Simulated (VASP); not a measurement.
**Al2O3: single point with PBE**

Al2O3, a sheet with vacuum:

```xyz
5
Lattice="2.8879 0.0000 0.0000 -1.4440 2.5010 0.0000 0.0000 0.0000 30.0887" Properties=species:S:1:pos:R:3 pbc="T T T"
Al    0.0000    1.6673    9.3769
Al    1.4440    0.8337    6.6231
O    -1.4440    2.5010    8.0000
O     0.0000    1.6673    5.9412
O     1.4440    0.8337   10.0588
```

| Item | Value |
| --- | --- |
| Program | VASP 6.6.1 |
| Task | single point |
| Functional | PBE |
| Potentials or basis | VASP PAW PBE potentials, release 64 (Al, O) |
| Cutoff | 520 eV |
| k mesh | 6 × 6 × 1 |
| Occupations | gaussian, width 0.1 eV |
| Spin | no spin polarisation |

```json
{"Largest force": "0.045 eV/Å", "Band gap on the k mesh": "5.07 eV, indirect (least direct gap 5.32 eV)"}
```

Forces in eV/Å, atoms in the order of the input:
```
Al   0.000  0.000  0.045
Al   0.000  0.000 -0.045
O    0.000  0.000  0.000
O    0.000  0.000  0.041
O    0.000  0.000 -0.041
```

Levels at points of the mesh, in eV from the valence-band top:
```csv
k point,band 9,band 10,band 11,band 12,band 13,band 14,band 15,band 16
"(0.00, 0.00, 0.00)",-1.19,-0.61,-0.61,-0.25,5.07,7.35,7.71,8.45
"(0.50, 0.00, 0.00)",-1.90,-1.22,-1.05,-0.19,7.06,8.96,10.19,11.45
```

Wall time 120 s on 1 thread of AMD EPYC 7R43 64-Core Processor (Zen 3), on a shared host, peak memory 0.3 GiB.
